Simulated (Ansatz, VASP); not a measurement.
## Na3TiPd2 in VASP and in Ansatz

```
Na Ti Pd
1.0
     4.31432    0.00000    0.00000
    -2.15716    3.73631    0.00000
     0.00000    0.00000   10.21632
Na Ti Pd
3 1 2
Direct
  0.00000 0.00000 0.50000
  0.66667 0.33333 0.23963
  0.33333 0.66667 0.76037
  0.00000 0.00000 0.00000
  0.66667 0.33333 0.93124
  0.33333 0.66667 0.06876
```

Change from the starting cell: species swapped into the Li3NdSb2 type (P-3m1, No. 164).

Alike in both runs: functional PBE; k mesh 12 × 12 × 4; occupations gaussian, width 0.1 eV; no spin polarisation.

Ansatz relaxed the structure, and its values are those at the end. VASP's run is a single point on that final structure, the one shown.

|  | VASP | Ansatz |
| --- | --- | --- |
| version | VASP 6.6.1 | Ansatz 0.2.0 |
| potentials or method | VASP PAW PBE potentials, release 64 (Na_pv, Ti_sv, Pd), cutoff 520 eV | scalar-relativistic, plane waves, PAW |
| valence electrons in the cell | 53 | 75 |

```csv
,VASP,Ansatz,Ansatz less VASP
gap on the k mesh at the Fermi level (eV),none,none,-
pressure (GPa),0.0,0.0,+0.04
```

A gap of «none» marks a metal or a gap that the smearing closes. VASP's potentials hold 53 valence electrons a cell and Ansatz's 75, so a difference there can come from the potentials and not from the codes.
